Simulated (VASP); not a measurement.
Here is a VASP 6.6.1 calculation.

INCAR

```
SYSTEM = ZrB2
  ALGO = Normal
  EDIFF = 1E-6
  ENCUT = 520
  GGA = PE
  ISIF = 2
  ISMEAR = -1
  IVDW = 12
  LASPH = .TRUE.
  LCHARG = .FALSE.
  LREAL = .FALSE.
  LWAVE = .FALSE.
  NBANDS = 27
  NELM = 100
  PREC = Accurate
  SIGMA = 0.2
```

Contents of KPOINTS:

```
k-points
0
G
  6 6 3
  0 0 0
```

File POSCAR:

```
ZrB2
1.0
    3.1700000000      0.0000000000      0.0000000000
   -1.5850000000      2.7453005300      0.0000000000
    0.0000000000      0.0000000000      7.0660000000
Zr B
2 4
Direct
    0.0000000000      0.0000000000      0.0000000000
    0.0000000000      0.0000000000      0.5000000000
    0.3333333333      0.6666666667      0.2500000000
    0.6666666667      0.3333333333      0.2500000000
    0.3333333333      0.6666666667      0.7500000000
    0.6666666667      0.3333333333      0.7500000000
```

Potentials or basis: VASP PAW PBE potentials, release 64 (Zr_sv, B).

The run is started by

```sh
$ cat potpaw_PBE.64/Zr_sv/POTCAR potpaw_PBE.64/B/POTCAR > POTCAR
$ mpirun -np 1 vasp_std > vasp.out
```

(1) What does it give for the dispersion energy per atom?

(2) Estimate the band gap on the k mesh.

(3) What does it give for the pressure?

## Answers

(1) -0.390 eV.

(2) zero (band 18 reaches 11.29 eV, above the bottom of band 19 at 10.20 eV).

(3) -4.9 GPa.

Caveat: the k points lie up to 0.38 Å⁻¹ apart; pairwise dispersion overbinds metals, which lowers pressure and volume.
